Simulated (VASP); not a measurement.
A run of VASP 6.6.1 is set up as follows.

Contents of INCAR:

```
ALGO = Normal
EDIFF = 1E-6
ENCUT = 520
GGA = PS
ISIF = 2
ISMEAR = 0
LASPH = True
LCHARG = False
LREAL = False
LWAVE = False
NBANDS = 38
NELM = 80
PREC = Accurate
SIGMA = 0.15
```

File KPOINTS:

```
k-points
0
Gamma
  6 10 8
```

Contents of POSCAR:

```
HfSi
1.0
    6.8218119282      0.0000000000      0.0000000000
    0.0000000000      3.7596398354      0.0000000000
    0.0000000000      0.0000000000      5.3577962285
Hf Si
4 4
Direct
    0.1755908222      0.2500000000      0.1264896848
    0.3244091778      0.7500000000      0.6264896848
    0.6755908222      0.2500000000      0.3735103152
    0.8244091778      0.7500000000      0.8735103152
    0.0430603597      0.2500000000      0.6402012503
    0.4569396403      0.7500000000      0.1402012503
    0.5430603597      0.2500000000      0.8597987497
    0.9569396403      0.7500000000      0.3597987497
```

Potentials or basis: VASP PAW PBE potentials, release 64 (Hf_pv, Si).

Launch:

```console
$ cat potpaw_PBE.64/Hf_pv/POTCAR potpaw_PBE.64/Si/POTCAR > POTCAR
$ mpirun -np 1 vasp_std > vasp.out
```

Estimate the pressure.

-4.4 GPa.

What does it give for the largest force?

0.181 eV/Å.

Predict the band gap on the k mesh.

zero (bands 28 and 29 overlap by 0.31 eV).

Forces in eV/Å, atoms in the order of the input:
```
Hf  -0.169  0.000 -0.066
Hf   0.169  0.000 -0.066
Hf  -0.169  0.000  0.066
Hf   0.169  0.000  0.066
Si  -0.014  0.000  0.016
Si   0.014  0.000  0.016
Si  -0.014  0.000 -0.016
Si   0.014  0.000 -0.016
```

Caveat: the cell differs from its parent crystal (strain +0.000 along x and y, +0.030 along z); the stress differs along the axes, from -9 to -2 GPa; the PAW data sets were made with another functional, which shifts forces and pressure a little; spin-orbit coupling is left out, which moves the levels of the heavy elements.
